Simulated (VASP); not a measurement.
Set up this calculation in VASP 6.6.1, as the native input.

```yaml
Task: single point
Functional: PBE
Potentials_or_basis: VASP PAW PBE potentials, release 64 (B, P)
Cutoff: 520 eV
k_mesh: 10 × 10 × 10
Occupations: gaussian, width 0.05 eV
Spin: no spin polarisation
Dipole_correction: no
Further_INCAR_settings: ALGO = Normal; EDIFF = 1e-06; NBANDS = 11
```

The structure of BP lies in POSCAR:

```
BP
1.0
    0.0000000000      2.3082641451      2.2741518671
    2.3082641451      0.0000000000      2.2741518671
    2.3082641451      2.3082641451      0.0000000000
B P
1 1
Direct
    0.0000000000      0.0000000000      0.0000000000
    0.7500000000      0.7500000000      0.7500000000
```

This cell differs from its parent crystal: strain +0.015 along x and y, +0.000 along z.

These files were run (other wordings do the same):

INCAR

```
SYSTEM = BP
ALGO = Normal
EDIFF = 1E-6
ENCUT = 520
GGA = PE
ISIF = 2
ISMEAR = 0
LASPH = .True.
LCHARG = .False.
LREAL = .False.
LWAVE = .False.
NBANDS = 11
NELM = 80
PREC = Accurate
SIGMA = 0.05
```

KPOINTS

```
k-points
0
Gamma
  10 10 10
  0 0 0
```

Potentials or basis: VASP PAW PBE potentials, release 64 (B, P).

The run is started by

```bash
$ cat potpaw_PBE.64/B/POTCAR potpaw_PBE.64/P/POTCAR > POTCAR
$ mpirun -np 1 vasp_std > vasp.out
```

Results of the run:

The pressure is -4.8 GPa and the band gap on the k mesh is 1.07 eV, indirect (least direct gap 3.20 eV).

Caveat: the cell differs from its parent crystal (strain +0.015 along x and y, +0.000 along z).

Run time: 7.4 s on 1 thread of Intel(R) Xeon(R) 6975P-C (Granite Rapids) (shared host), peak memory 0.14 GiB.
